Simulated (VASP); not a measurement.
# Sr (I4/mmm) in VASP: a series of runs

Runs on Sr. Level: PBE. Tasks: single point.

All numbers are computed with VASP 6.6.1; they aren't measurements. Logs are shortened: lines on timing, memory, paths and dates and some standing lists are left out, and cuts for length are marked.

## (1) The cell of the first run

Symmetry: I4/mmm, No. 139, tetragonal system. The conventional cell has a = 5.044 Å, b = 5.044 Å, c = 4.462 Å, α = 90.00°, β = 90.00°, γ = 90.00°. Within 5.5 Å of Sr (site symmetry 4/mmm) lie 14 Sr at 4.21 to 5.04 Å.

## (2) Single point, PBE (strain +0.040 along x and y, -0.080 along z)

Input file INCAR:

```
SYSTEM = Sr
PREC = Accurate ; ENCUT = 520
EDIFF = 1E-6 ; ISMEAR = 0
SIGMA = 0.15 ; LREAL = .FALSE.
LASPH = .TRUE. ; NELM = 80
ALGO = Fast ; ISIF = 2
LWAVE = .FALSE. ; LCHARG = .FALSE.
GGA = PE ; NBANDS = 11
```

Input file KPOINTS:

```
regular mesh
0
G
  14 14 14
  0 0 0
```

Input file POSCAR:

```
Sr
1.0
   -2.5220000000      2.5220000000      2.2310000000
    2.5220000000     -2.5220000000      2.2310000000
    2.5220000000      2.5220000000     -2.2310000000
Sr
1
Direct
    0.0000000000      0.0000000000      0.0000000000
```

Potentials or basis: VASP PAW PBE potentials, release 64 (Sr_sv).

The run is started by

```console
> cat potpaw_PBE.64/Sr_sv/POTCAR > POTCAR
> mpirun -np 1 vasp_std > vasp.out
```

OUTCAR:

```text
SYSTEM = Sr
   PREC = Accurate
   ENCUT = 520
   EDIFF = 1E-6
   ISMEAR = 0
   LREAL = .FALSE.
   LASPH = .TRUE.
   NELM = 80
   ISIF = 2
   GGA = PE

 ion  position               nearest neighbor table
   1  0.000  0.000  0.000-

  LATTYP: Found a body centered tetragonal cell.
 ALAT       =     5.0440000000
 C/A-ratio  =     0.8846153846

  Lattice vectors:

 A1 = (  -2.5220000000,   2.5220000000,   2.2310000000)
 A2 = (   2.5220000000,  -2.5220000000,   2.2310000000)
 A3 = (   2.5220000000,   2.5220000000,  -2.2310000000)

Analysis of symmetry for initial positions (statically):
=====================================================================
 Subroutine PRICEL returns:
 Original cell was already a primitive cell.

 Routine SETGRP: Setting up the symmetry group for a
 body centered tetragonal supercell.

 Subroutine GETGRP returns: Found 16 space group operations
 (whereof 16 operations were pure point group operations)
 out of a pool of 16 trial point group operations.

The static configuration has the point symmetry D_4h.

Analysis of symmetry for dynamics (positions and initial velocities):
=====================================================================
 Subroutine PRICEL returns:
 Original cell was already a primitive cell.

 Routine SETGRP: Setting up the symmetry group for a
 body centered tetragonal supercell.

 Subroutine GETGRP returns: Found 16 space group operations
 (whereof 16 operations were pure point group operations)
 out of a pool of 16 trial point group operations.

The dynamic configuration has the point symmetry D_4h.

 Subroutine INISYM returns: Found 16 space group operations
 (whereof 16 operations are pure point group operations),
 and found     1 'primitive' translations

----------------------------------------------------------------------------------------

                                     Primitive cell

  volume of cell :      56.7610

  direct lattice vectors                    reciprocal lattice vectors
    -2.522000000  2.522000000  2.231000000     0.000000000  0.198255353  0.224114747
     2.522000000 -2.522000000  2.231000000     0.198255353  0.000000000  0.224114747
     2.522000000  2.522000000 -2.231000000     0.198255353  0.198255353  0.000000000

  length of vectors
     4.206938198  4.206938198  4.206938198     0.299219994  0.299219994  0.280375409

  position of ions in fractional coordinates (direct lattice)
     0.000000000  0.000000000  0.000000000

  ion indices of the primitive-cell ions
[... 81 lines left out ...]
   ISYM   =      2    0-nonsym 1-usesym 2-fastsym
   POTIM  = 0.5000    time-step for ionic-motion
   TEBEG  =    0.0;   TEEND  =   0.0 temperature during run
   PSTRESS=    0.0 pullay stress
   NELECT =      10.0000    total number of electrons
   NUPDOWN=      -1.0000    fix difference up-down
   EMIN   =  10.00;   EMAX   =-10.00  energy-range for DOS
   EFERMI =   0.00;   METHOD = LEGACY
   ISMEAR =     0;   SIGMA  =   0.15  broadening in eV -4-tet -1-fermi 0-gaus
   EFERMI_NEDOS =   21; number of points for ismear=-14 and -15
   IALGO  =     68    algorithm
   IMIX   =      4    mixing-type and parameters
     AMIX     =   0.40;   BMIX     =  1.00
     AMIX_MAG =   1.60;   BMIX_MAG =  1.00
  volume/ion in A,a.u.               =      56.76       383.04
  Fermi-wavevector in a.u.,A,eV,Ry     =   0.917751  1.734298 11.459740  0.842267
  Thomas-Fermi vector in A             =   2.042755
   LORBIT       =      0    0 simple, 1 ext, 2 COOP (PROOUT), +10 PAW based schemes
   GGA     = PE    functional components
   LHFCALC =     F    Hartree Fock is set to
   AEXX    =    0.0000 exact exchange contribution
   IVDW    =     0    specifies the selected vdW correction
   LEPSILON=     F    determine dielectric tensor
   LRPA    =     F    only Hartree local field effects (RPA)
 non-spin polarized calculation
 RMM-DIIS sequential band-by-band and
 Gauss-broadening in eV      SIGMA  =   0.15
  energy-cutoff  :      520.00
  volume of cell :       56.76
 maximum number of plane-waves:      1553
   NGX = 15   NGY = 15   NGZ = 15

 number of electron      10.0000000 magnetization

 Free energy of the ion-electron system (eV)
  ---------------------------------------------------
  ext. energy  EPLUGINS =         0.00000000
  ---------------------------------------------------
  free energy    TOTEN  =        -1.62776682 eV

  energy without entropy =       -1.61251446  energy(sigma->0) =       -1.62014064

 E-fermi :   1.4658     XC(G=0):  -7.2544

 val. band max:        1.4597814781   @ k =   0.5000   0.5000   0.5000
 cond. band min:       1.4704898103   @ k =   0.5000   0.5000   0.4286
 fundamental gap:      0.0107083322
 Fermi energy:         1.4658421921

 k-point     1 :       0.0000    0.0000    0.0000
  band No.  band energies     occupation
      1     -35.2124      2.00000
      2     -17.1084      2.00000
      3     -17.1000      2.00000
      4     -17.1000      2.00000
      5      -2.1153      2.00000
      6       3.3757      0.00000
      7       4.1103      0.00000
      8       4.1103      0.00000
      9       4.5406      0.00000
     10       5.5465      0.00000
     11       9.0803      0.00000
[... 309 lines left out ...]
 k-point    24 :       0.2857    0.1429    0.0000
  band No.  band energies     occupation
      1     -35.2000      2.00000
      2     -17.2543      2.00000
      3     -17.1532      2.00000
      4     -17.1256      2.00000
      5       0.0541      2.00000
      6       2.2516      0.00000
      7       2.5613      0.00000
      8       4.7758      0.00000
      9       5.5670      0.00000
     10       5.9632      0.00000
     11       7.4868      0.00000

 [... further k-points ...]

------------------------ aborting loop because EDIFF is reached ----------------------------------------

  FORCE on cell =-STRESS in cart. coord.  units (eV):
  Direction    XX          YY          ZZ          XY          YZ          ZX
  --------------------------------------------------------------------------------------
  -------------------------------------------------------------------------------------
  Total       -0.2128019     -0.2128019     -0.0122904      0.0000000      0.0000000      0.0000000
  in kB       -6.0067052     -6.0067052     -0.3469171      0.0000000      0.0000000      0.0000000
  external PRESSURE =      -4.1201092 kB  Pullay stress =       0.0000000 kB

 VOLUME and BASIS-vectors are now :
 -----------------------------------------------------------------------------
  energy-cutoff  :      520.00
  volume of cell :       56.76
      direct lattice vectors                 reciprocal lattice vectors
    -2.522000000  2.522000000  2.231000000     0.000000000  0.198255353  0.224114747
     2.522000000 -2.522000000  2.231000000     0.198255353  0.000000000  0.224114747
     2.522000000  2.522000000 -2.231000000     0.198255353  0.198255353  0.000000000

 POSITION                                       TOTAL-FORCE (eV/Angst)
 -----------------------------------------------------------------------------------
      0.00000      0.00000      0.00000         0.000000      0.000000      0.000000
 -----------------------------------------------------------------------------------
    total drift:                               -0.000000      0.000000      0.000000

  FREE ENERGIE OF THE ION-ELECTRON SYSTEM (eV)
  ---------------------------------------------------
  free  energy   TOTEN  =        -1.6277668201 eV

  energy  without entropy=       -1.6125144593  energy(sigma->0) =       -1.62014064
```

OSZICAR:

```text
N       E                     dE             d eps       ncg     rms          rms(c)
DAV:   1     0.357262567884E+02    0.35726E+02   -0.48145E+03  5368   0.785E+02
DAV:   2     0.995943019890E-01   -0.35627E+02   -0.35001E+02  6268   0.149E+02
DAV:   3    -0.155265965480E+01   -0.16523E+01   -0.16330E+01  8229   0.238E+01
DAV:   4    -0.162202060419E+01   -0.69361E-01   -0.69195E-01  7016   0.444E+00
DAV:   5    -0.162366248183E+01   -0.16419E-02   -0.16417E-02  7826   0.540E-01    0.109E+01
RMM:   6    -0.162586460362E+01   -0.22021E-02   -0.65018E-03  5650   0.936E-01    0.619E+00
RMM:   7    -0.162753827255E+01   -0.16737E-02   -0.12888E-02  5945   0.137E+00    0.284E-01
RMM:   8    -0.162766566121E+01   -0.12739E-03   -0.22173E-03  7305   0.357E-01    0.698E-02
RMM:   9    -0.162774178416E+01   -0.76123E-04   -0.50125E-04  8637   0.101E-01    0.411E-02
RMM:  10    -0.162776454109E+01   -0.22757E-04   -0.75654E-05  8261   0.435E-02    0.299E-02
RMM:  11    -0.162776641832E+01   -0.18772E-05   -0.27940E-05  8488   0.254E-02    0.438E-03
RMM:  12    -0.162776682009E+01   -0.40178E-06   -0.42101E-06  6918   0.893E-03
   1 F= -.16277668E+01 E0= -.16201406E+01  d E =-.152524E-01
```

It took 62 s on 1 thread of Intel Xeon Platinum 8488C (Sapphire Rapids), shared host; peak memory 0.29 GiB.

What came out:

| Property | Result |
| --- | --- |
| Free energy | -1.6278 eV |
| Pressure | -0.4 GPa |
| Band gap on the k mesh | zero (bands 5 and 6 overlap by 0.34 eV) |

Caveat: the cell differs from its parent crystal (strain +0.040 along x and y, -0.080 along z).

## (3) Single point, PBE (strain +0.080 along x and y, -0.080 along z)

Input file INCAR:

```
SYSTEM = Sr
ALGO = Fast ; EDIFF = 1E-7
ENCUT = 520 ; GGA = PE
ISIF = 2 ; ISMEAR = 0
LASPH = .TRUE. ; LCHARG = .FALSE.
LREAL = .FALSE. ; LWAVE = .FALSE.
NBANDS = 11 ; NELM = 60
PREC = Accurate ; SIGMA = 0.15
```

Input file KPOINTS:

```
k-points
0
G
  14 14 14
  0 0 0
```

Input file POSCAR:

```
Sr
1.0
   -2.6190000000      2.6190000000      2.2310000000
    2.6190000000     -2.6190000000      2.2310000000
    2.6190000000      2.6190000000     -2.2310000000
Sr
1
Direct
    0.0000000000      0.0000000000      0.0000000000
```

Potentials or basis: VASP PAW PBE potentials, release 64 (Sr_sv).

The run is started by

```console
> cat potpaw_PBE.64/Sr_sv/POTCAR > POTCAR
> mpirun -np 1 vasp_std > vasp.out
```

OUTCAR:

```text
SYSTEM = Sr
   EDIFF = 1E-7
   ENCUT = 520
   GGA = PE
   ISIF = 2
   ISMEAR = 0
   LASPH = .TRUE.
   LREAL = .FALSE.
   NELM = 60
   PREC = Accurate

 ion  position               nearest neighbor table
   1  0.000  0.000  0.000-

  LATTYP: Found a body centered tetragonal cell.
 ALAT       =     5.2380000000
 C/A-ratio  =     0.8518518519

  Lattice vectors:

 A1 = (  -2.6190000000,   2.6190000000,   2.2310000000)
 A2 = (   2.6190000000,  -2.6190000000,   2.2310000000)
 A3 = (   2.6190000000,   2.6190000000,  -2.2310000000)

Analysis of symmetry for initial positions (statically):
=====================================================================
 Subroutine PRICEL returns:
 Original cell was already a primitive cell.

 Routine SETGRP: Setting up the symmetry group for a
 body centered tetragonal supercell.

 Subroutine GETGRP returns: Found 16 space group operations
 (whereof 16 operations were pure point group operations)
 out of a pool of 16 trial point group operations.

The static configuration has the point symmetry D_4h.

[... 167 lines left out ...]
  band No.  band energies     occupation
      1     -35.6161      2.00000
      2     -17.5183      2.00000
      3     -17.5132      2.00000
      4     -17.5132      2.00000
      5      -2.2435      2.00000
      6       2.9510      0.00000
      7       3.8625      0.00000
      8       3.8625      0.00000
      9       3.9847      0.00000
     10       5.1868      0.00000
     11       8.4403      0.00000
[... 309 lines left out ...]
 k-point    24 :       0.2857    0.1429    0.0000
  band No.  band energies     occupation
      1     -35.6070      2.00000
      2     -17.6347      2.00000
      3     -17.5525      2.00000
      4     -17.5357      2.00000
      5      -0.1308      2.00000
      6       2.0071      0.00000
      7       2.2642      0.00000
      8       4.3593      0.00000
      9       4.9961      0.00000
     10       5.5764      0.00000
     11       6.7531      0.00000

 [... further k-points ...]

------------------------ aborting loop because EDIFF is reached ----------------------------------------

  FORCE on cell =-STRESS in cart. coord.  units (eV):
  Direction    XX          YY          ZZ          XY          YZ          ZX
  --------------------------------------------------------------------------------------
  -------------------------------------------------------------------------------------
  Total       -0.4925517     -0.4925517     -0.2046578      0.0000000     -0.0000000      0.0000000
  in kB      -12.8923431    -12.8923431     -5.3568346      0.0000000     -0.0000000      0.0000000
  external PRESSURE =     -10.3805069 kB  Pullay stress =       0.0000000 kB

 VOLUME and BASIS-vectors are now :
 -----------------------------------------------------------------------------
  energy-cutoff  :      520.00
  volume of cell :       61.21
      direct lattice vectors                 reciprocal lattice vectors
    -2.619000000  2.619000000  2.231000000     0.000000000  0.190912562  0.224114747
     2.619000000 -2.619000000  2.231000000     0.190912562  0.000000000  0.224114747
     2.619000000  2.619000000 -2.231000000     0.190912562  0.190912562  0.000000000

 POSITION                                       TOTAL-FORCE (eV/Angst)
 -----------------------------------------------------------------------------------
      0.00000      0.00000      0.00000         0.000000      0.000000      0.000000
 -----------------------------------------------------------------------------------
    total drift:                                0.000000      0.000000     -0.000000

  FREE ENERGIE OF THE ION-ELECTRON SYSTEM (eV)
  ---------------------------------------------------
  free  energy   TOTEN  =        -1.6013023807 eV

  energy  without entropy=       -1.5865297956  energy(sigma->0) =       -1.59391609
```

OSZICAR:

```text
N       E                     dE             d eps       ncg     rms          rms(c)
DAV:   1     0.364925024545E+02    0.36493E+02   -0.46555E+03  5376   0.770E+02
DAV:   2     0.241701157700E+00   -0.36251E+02   -0.35605E+02  6255   0.149E+02
DAV:   3    -0.150496555619E+01   -0.17467E+01   -0.17238E+01  8087   0.242E+01
DAV:   4    -0.159312176500E+01   -0.88156E-01   -0.87911E-01  7094   0.483E+00
DAV:   5    -0.159490079477E+01   -0.17790E-02   -0.17786E-02  7747   0.576E-01    0.104E+01
RMM:   6    -0.159863085258E+01   -0.37301E-02   -0.68559E-03  5665   0.956E-01    0.589E+00
RMM:   7    -0.160108019982E+01   -0.24493E-02   -0.13541E-02  5929   0.140E+00    0.290E-01
RMM:   8    -0.160119979641E+01   -0.11960E-03   -0.22848E-03  7308   0.371E-01    0.696E-02
RMM:   9    -0.160127619983E+01   -0.76403E-04   -0.50085E-04  8700   0.103E-01    0.397E-02
RMM:  10    -0.160129955740E+01   -0.23358E-04   -0.78346E-05  8426   0.431E-02    0.272E-02
RMM:  11    -0.160130142957E+01   -0.18722E-05   -0.31181E-05  8612   0.265E-02    0.552E-03
RMM:  12    -0.160130180951E+01   -0.37994E-06   -0.41477E-06  8876   0.935E-03    0.703E-03
RMM:  13    -0.160130241132E+01   -0.60181E-06   -0.14119E-06  8433   0.723E-03    0.153E-03
RMM:  14    -0.160130238068E+01    0.30635E-07   -0.65320E-07  6937   0.315E-03
   1 F= -.16013024E+01 E0= -.15939161E+01  d E =-.147726E-01
```

Wall time 68 s (1 thread of Intel Xeon Platinum 8488C (Sapphire Rapids), shared host); peak memory 0.3 GiB.

What came out:

```yaml
Free_energy: -1.6013 eV
Pressure: -1.0 GPa
Band_gap_on_the_k_mesh: zero (bands 5 and 6 overlap by 0.34 eV)
```

Levels at points of the mesh, in eV from the Fermi level:
```csv
k point,band 3,band 4,band 5,band 6,band 7,band 8
"(0.00, 0.00, 0.00)",-18.72,-18.72,-3.46,1.74,2.65,2.65
"(0.50, 0.00, 0.00)",-18.77,-18.74,-0.79,0.31,0.96,3.26
"(0.50, 0.50, 0.00)",-18.76,-18.72,-1.16,-0.14,1.94,2.62
"(0.50, 0.50, 0.50)",-18.83,-18.80,-0.11,0.07,2.58,2.58
```

Caveat: the cell differs from its parent crystal (strain +0.080 along x and y, -0.080 along z).

(Continued in part 2 of 2.)
